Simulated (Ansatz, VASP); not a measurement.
## One calculation of NbAgN2, two programs

POSCAR

```
NbAgN2
1.0
    3.2754290000      0.0000000000      0.0000000000
   -1.6377140000      2.8366090000      0.0000000000
    0.0000000000     -1.8910690000      6.0711050000
Nb Ag N
1 1 2
Direct
    0.5000000000      0.0000000000      0.5000000000
    0.0000000000      0.0000000000      0.0000000000
    0.1190000000      0.2380000000      0.3570000000
    0.8810000000      0.7620000000      0.6430000000
```

INCAR.step1

```
SYSTEM = NbAgN2
ALGO     = Normal         ! electronic algorithm
EDIFF    = 1E-4           ! SCF threshold, eV
ENCUT    = 520            ! plane-wave cutoff, eV
GGA      = PE             ! functional
ISMEAR   = -1             ! smearing method
LASPH    = .TRUE.         ! aspherical terms in the spheres
LCHARG   = .FALSE.        ! write CHGCAR
LREAL    = .FALSE.        ! projectors in reciprocal space
LWAVE    = .TRUE.         ! write WAVECAR
NBANDS   = 25             ! bands
NELM     = 60             ! most SCF steps
PREC     = Accurate       ! precision mode
SIGMA    = 0.1            ! smearing width, eV
```

INCAR.step2

```
SYSTEM = NbAgN2
ALGO     = Normal         ! electronic algorithm
EDIFF    = 1E-6           ! SCF threshold, eV
ENCUT    = 520            ! plane-wave cutoff, eV
ISIF     = 2              ! what is computed and relaxed
ISMEAR   = -1             ! smearing method
ISTART   = 1            
LASPH    = .TRUE.         ! aspherical terms in the spheres
LCHARG   = .TRUE.         ! write CHGCAR
LELF     = .TRUE.         ! ELF
LMIXTAU  = .TRUE.       
LREAL    = .FALSE.        ! projectors in reciprocal space
LVHAR    = .TRUE.       
LWAVE    = .FALSE.        ! write WAVECAR
METAGGA  = R2SCAN         ! meta-GGA
NBANDS   = 25             ! bands
NELM     = 60             ! most SCF steps
PREC     = Accurate       ! precision mode
SIGMA    = 0.1            ! smearing width, eV
```

The input KPOINTS:

```
k-points
0
G
  9 9 9
  0 0 0
```

Input for Ansatz:

```yaml
crystal:
  lattice:
    - [3.275429, 0.0, 0.0]
    - [-1.637714, 2.836609, 0.0]
    - [0.0, -1.891069, 6.071105]
  atoms:
    - { symbol: Nb, position: [0.5, 0.0, 0.5] }
    - { symbol: Ag, position: [0.0, 0.0, 0.0] }
    - { symbol: "N", position: [0.119, 0.238, 0.357] }
    - { symbol: "N", position: [0.881, 0.762, 0.643] }
  symmetry: { tolerance: 0.0003 }
kpoints:
  mp_grid: { grid: [9, 9, 9], shift: [0, 0, 0] }
  band_path:
    path:
      - [0.0, 0.0, 0.0]
      - [0.0, 0.0, 0.5]
      - [0.63432525, -0.31716263, 0.5]
      - [0.68283737, -0.36567475, 0.18283737]
      - [0.5, 0.0, 0.0]
      - [0.0, 0.0, 0.0]
      - [0.68283737, -0.34141869, 0.0]
      - [0.65858131, -0.34141869, 0.34141869]
      - [0.5, -0.5, 0.5]
      - [0.0, 0.0, 0.0]
    npoints: 6
magnetization:
  spin_polarized: false
scf:
  occupations: { method: fermi_dirac }
  lower_state_search: "off"
  max_iter: 200
hamiltonian:
  pseudopotentials: { kind: paw }
  xc: r2scan
basis:
  ecutwfc: 500
  fft_grid_basis: typed
output:
  forces: true
  stress: true
  eigenvalues: true
  bader: true
  populations: true
  elf: true
  write_potential: true
  volumetric_format: npy
  dos:
    e_range: [-12, 8]
    de: 0.05
    projected: { site_lists: { Ag: [Ag], "N": ["N"], Nb: [Nb] } }
checkpoint:
  read: saved_state
```

Alike in both runs: task single point; functional r2SCAN; k mesh 9 × 9 × 9; no spin polarisation.

|  | VASP | Ansatz |
| --- | --- | --- |
| version | VASP 6.6.1 | Ansatz 0.2.0 |
| potentials or method | VASP PAW PBE potentials, release 64 (Nb_sv, Ag, N), cutoff 520 eV | PAW plane waves |
| occupations | fermi-dirac, width 0.1 eV | fermi-dirac |
| valence electrons in the cell | 34 | 42 |

|  | VASP | Ansatz | Ansatz less VASP |
| --- | --- | --- | --- |
| pressure (GPa) | -0.9 | -0.9 | +0.06 |
| traceless stress, the component that is largest in VASP (GPa) | 5.97 | 6.09 | +0.117 |
| rms of the force components (eV/Å) | 1.176 | 1.165 | -0.0109 |

VASP's potentials were made for PBE, not for r2SCAN. Atom by atom the forces differ by 0.011 eV/Å (rms over components). VASP's potentials hold 34 valence electrons a cell and Ansatz's 42, so a difference there can come from the potentials and not from the codes. Ansatz's warnings: structure snapped to symmetry.
